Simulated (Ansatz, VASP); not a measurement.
## C in VASP and in Ansatz

Contents of INCAR:

```
PREC = Accurate
ENCUT = 520
EDIFF = 1E-6
ISMEAR = 0
SIGMA = 0.05
LREAL = False
LASPH = True
NELM = 60
ALGO = Normal
ISIF = 2
LWAVE = False
LCHARG = False
GGA = PE
IVDW = 12
NBANDS = 31
```

The input KPOINTS:

```
Automatic mesh
0
Gamma
  7 11 3
```

POSCAR

```
C
1.0
    0.0000000000      1.4231463890     -3.3609366400
   -2.4649618524      0.0000000000      0.0000000000
    0.0000000000      9.9620247231      1.6804683200
C
10
Direct
    0.1335322698      1.4000000000      0.8666382472
    0.7335322698      0.4000000000      0.0666382472
    0.8335322698      0.9000000000      0.2666382472
   -0.0664677302      0.4000000000      0.4666382472
    0.0335322698      0.9000000000      0.6666382472
    0.7664677302      0.9000000000      0.1333617528
   -0.1335322698      0.4000000000      0.3333617528
   -0.0335322698      0.9000000000      0.5333617528
    0.0664677302      0.4000000000      0.7333617528
    0.1664677302      0.9000000000      0.9333617528
```

Input for Ansatz:

```yaml
crystal:
  lattice:
    - [0.0, 1.423146389, -3.36093664]
    - [-2.4649618524, 0.0, 0.0]
    - [0.0, 9.9620247231, 1.68046832]
  atoms:
    - { symbol: C, position: [0.1335322698, 1.4, 0.8666382472] }
    - { symbol: C, position: [0.7335322698, 0.4, 0.0666382472] }
    - { symbol: C, position: [0.8335322698, 0.9, 0.2666382472] }
    - { symbol: C, position: [-0.0664677302, 0.4, 0.4666382472] }
    - { symbol: C, position: [0.0335322698, 0.9, 0.6666382472] }
    - { symbol: C, position: [0.7664677302, 0.9, 0.1333617528] }
    - { symbol: C, position: [-0.1335322698, 0.4, 0.3333617528] }
    - { symbol: C, position: [-0.0335322698, 0.9, 0.5333617528] }
    - { symbol: C, position: [0.0664677302, 0.4, 0.7333617528] }
    - { symbol: C, position: [0.1664677302, 0.9, 0.9333617528] }
basis:
  ecutwfc: 520.0
kpoints:
  mp_grid: { grid: [7, 11, 3] }
hamiltonian:
  xc: pbe
  pseudopotentials: { kind: paw, azcp: { folder: soft_1 } }
  dispersion: d3bj
scf:
  occupations: { method: gaussian, width: 0.05 }
output:
  forces: true
  stress: true
  eigenvalues: true
```

Alike in both runs: task single point; functional PBE; dispersion D3(BJ); k mesh 7 × 11 × 3; occupations gaussian, width 0.05 eV; no spin polarisation.

|  | VASP | Ansatz |
| --- | --- | --- |
| version | VASP 6.6.1 | Ansatz 0.2.0 |
| potentials or method | VASP PAW PBE potentials, release 64 (C), cutoff 520 eV | scalar-relativistic, plane waves, PAW |
| valence electrons in the cell | 40 | 40 |

Ansatz gave:

```
gap on the k mesh at the Fermi level (eV)                     : none
pressure (GPa)                                                : 1.5
traceless stress, the component that is largest in VASP (GPa) : 2.48
rms of the force components (eV/Å)                            : 0.590
```

Task: What did VASP give for the same quantities?

Result: gap on the k mesh at the Fermi level (eV): none; pressure (GPa): 1.9; traceless stress, the component that is largest in VASP (GPa): 2.48; rms of the force components (eV/Å): 0.586.

Atom by atom the forces differ by 0.011 eV/Å (rms over components). A gap of «none» marks a metal or a gap that the smearing closes.
